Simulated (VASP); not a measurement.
A run of VASP 6.6.1:

The input INCAR:

```
SYSTEM = NaH8ClO4
ALGO     = Normal         ! electronic algorithm
EDIFF    = 1E-6           ! SCF threshold, eV
ENCUT    = 520            ! plane-wave cutoff, eV
GGA      = PE             ! functional
ISIF     = 2              ! what is computed and relaxed
ISMEAR   = -1             ! smearing method
IVDW     = 12             ! dispersion correction
LASPH    = .True.         ! aspherical terms in the spheres
LCHARG   = .False.        ! write CHGCAR
LREAL    = .False.        ! projectors in reciprocal space
LWAVE    = .False.        ! write WAVECAR
NBANDS   = 36             ! bands
NELM     = 60             ! most SCF steps
PREC     = Accurate       ! precision mode
SIGMA    = 0.02           ! smearing width, eV
```

The input KPOINTS:

```
k-points
0
Gamma
  1 1 1
  0 0 0
```

The input POSCAR:

```
NaH8ClO4
1.0
    5.4737040000      0.0000000000      0.0000000000
    0.0000000000      5.4737040000      0.0000000000
    0.0000000000      0.0000000000      5.4737040000
O H Na Cl
4 8 1 1
Direct
    0.3323191785      0.2962507794      0.4632919301
    0.5228580054      0.7069524099      0.2627558778
    0.2976048240      0.0630734787     -0.0553991695
   -0.0322926582      0.8574864685      0.5305190052
    0.4135727806      0.4481698620      0.4089736238
    0.2590972010      0.2336629466      0.3130093298
    0.3895915298      0.6849130026      0.1445784961
    0.6729601065      0.6529215097      0.1757157858
    0.2081221252      0.1988168498     -0.1312871273
    0.1756547704     -0.0684914370     -0.0441494208
   -0.0106720088      0.7773461707      0.3717798356
   -0.0037822166      0.7276976917      0.6528779710
    0.5629098855     -0.0196993386      0.5978919390
    0.0008033768      0.5620851060      0.0051175234
```

Potentials or basis: VASP PAW PBE potentials, release 64 (O, H, Na_pv, Cl).

Run with:

```console
$ cat potpaw_PBE.64/O/POTCAR potpaw_PBE.64/H/POTCAR potpaw_PBE.64/Na_pv/POTCAR potpaw_PBE.64/Cl/POTCAR > POTCAR
$ mpirun -np 1 vasp_gam > vasp.out
```

Hardware: 1 thread of AMD EPYC 7R13 (shared host).

How long does it take, and how much memory?

Wall time 23 s on 1 thread of AMD EPYC 7R13 (shared host), peak memory 0.21 GiB. Counts: scf iterations 14, k points 1.
